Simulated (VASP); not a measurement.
A run of VASP 6.6.1 is set up as follows.

The input INCAR:

```
  PREC = Accurate
  ENCUT = 520
  EDIFF = 1E-6
  ISMEAR = 0
  SIGMA = 0.1
  LREAL = F
  LASPH = T
  NELM = 100
  ALGO = Normal
  ISIF = 2
  LWAVE = F
  LCHARG = F
  GGA = PE
  NBANDS = 20
```

KPOINTS

```
Automatic mesh
0
Gamma
  15 15 8
```

The input POSCAR:

```
Cd2H
1.0
    3.4751384658      0.0000000000      0.0000000000
   -1.7375692329      3.0095581931      0.0000000000
    0.0000000000      0.0000000000      5.3554624550
Cd H
2 1
Direct
    0.6666666667      0.3333333333      0.8577530463
    0.3333333333      0.6666666667      0.3609827030
    0.0000000000      0.0000000000     -0.1347357493
```

Potentials or basis: VASP PAW PBE potentials, release 64 (Cd, H).

Run with:

```console
$ cat potpaw_PBE.64/Cd/POTCAR potpaw_PBE.64/H/POTCAR > POTCAR
$ mpirun -np 1 vasp_std > vasp.out
```

(1) Predict the band gap on the k mesh.

(2) Estimate the pressure.

Answers

(1) zero (an odd number of electrons rules out a gap without spin polarisation).

(2) 0.2 GPa.
